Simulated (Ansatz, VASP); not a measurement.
**GaN: VASP beside Ansatz**

```
Ga N
1.0
     0.00000    2.30984    2.19716
     2.30984    0.00000    2.19716
     2.30984    2.30984    0.00000
Ga N
1 1
Direct
  0.00000 0.00000 0.00000
  0.75000 0.75000 0.75000
```

Change from the starting cell: strain +0.025 along x and y, -0.025 along z, atoms carried along.

Alike in both runs: task single point; functional PBE; k mesh 10 × 10 × 10; occupations gaussian, width 0.05 eV; no spin polarisation.

|  | VASP | Ansatz |
| --- | --- | --- |
| version | VASP 6.6.1 | Ansatz 0.2.0 |
| potentials or method | VASP PAW PBE potentials, release 64 (Ga_d, N), cutoff 520 eV | scalar-relativistic, plane waves, PAW |
| valence electrons in the cell | 18 | 18 |

```tsv
	VASP	Ansatz	Ansatz less VASP
gap on the k mesh at the Fermi level (eV)	1.42	1.42	-0.007
least direct gap on the mesh (eV)	1.42	1.42	-0.007
pressure (GPa)	0.5	0.4	-0.08
traceless stress, the component that is largest in VASP (GPa)	3.63	3.63	-0.005
```

With one functional, cell and mesh, what is left measures potentials, basis and numerics.
